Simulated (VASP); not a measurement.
A run of VASP 6.6.1 is set up as follows.

The input INCAR:

```
SYSTEM = SiHg
  PREC = Accurate
  ENCUT = 520
  EDIFF = 1E-6
  ISMEAR = -1
  SIGMA = 0.1
  LREAL = .False.
  LASPH = .True.
  NELM = 80
  ALGO = Normal
  ISIF = 2
  LWAVE = .False.
  LCHARG = .False.
  GGA = PE
  NBANDS = 24
```

Contents of KPOINTS:

```
regular mesh
0
Gamma
  10 10 10
  0 0 0
```

POSCAR

```
SiHg
1.0
    3.1884690000      0.0000000000      0.0000000000
   -1.5942350000      2.7613100000      0.0000000000
   -1.5942350000      0.9204370000      9.6029020000
Si Hg
2 2
Direct
    0.3745700000      0.6254300000      0.1237100000
    0.6254300000      0.3745700000      0.8762900000
    0.8782000000      0.1218000000      0.6346000000
    0.1218000000      0.8782000000      0.3654000000
```

Potentials or basis: VASP PAW PBE potentials, release 64 (Si, Hg).

The run is started by

```bash
$ cat potpaw_PBE.64/Si/POTCAR potpaw_PBE.64/Hg/POTCAR > POTCAR
$ mpirun -np 1 vasp_std > vasp.out
```

Problem. Estimate the pressure.

Solution. -1.6 GPa.

Problem. What does it give for the largest force?

Solution. 1.082 eV/Å.

Problem. Estimate the band gap on the k mesh.

Solution. Zero (bands 16 and 17 overlap by 5.86 eV).

Forces on the atoms (eV/Å):
```
Si   0.000  0.000 -1.082
Si   0.000  0.000  1.082
Hg   0.000  0.000  0.048
Hg   0.000  0.000 -0.048
```

Caveat: spin-orbit coupling is left out, which moves the levels of the heavy elements; forces of over 1 eV/Å act on the atoms, so gaps and moduli don't describe the material at rest.
